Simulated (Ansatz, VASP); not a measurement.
**C: VASP beside Ansatz**

```
C
1.0
     0.00000    1.76586    1.76586
     1.76586    0.00000    1.76586
     1.76586    1.76586    0.00000
C
2
Cartesian
  -0.4415 -0.4415 -0.4415
  0.4415 0.4415 0.4415
```

Alike in both runs: functional LDA; k mesh 14 × 14 × 14; occupations fermi-dirac, width 0.02 eV; no spin polarisation.

Ansatz relaxed the structure, and its values are those at the end. VASP's run is a single point on that final structure, the one shown.

|  | VASP | Ansatz |
| --- | --- | --- |
| version | VASP 6.6.1 | Ansatz 0.2.0 |
| potentials or method | VASP PAW LDA potentials, release 64 (C) | PAW with Ansatz's default frozen-core files, scalar-relativistic |
| plane-wave cutoff (eV) | 520 | 420 |
| valence electrons in the cell | 8 | 8 |

```csv
,VASP,Ansatz,Ansatz less VASP
gap on the k mesh at the Fermi level (eV),4.17,4.17,+0.001
pressure (GPa),1.6,0.0,-1.63
```

LDA's correlation is that of Perdew and Zunger in VASP and of Perdew and Wang (1992) in Ansatz.
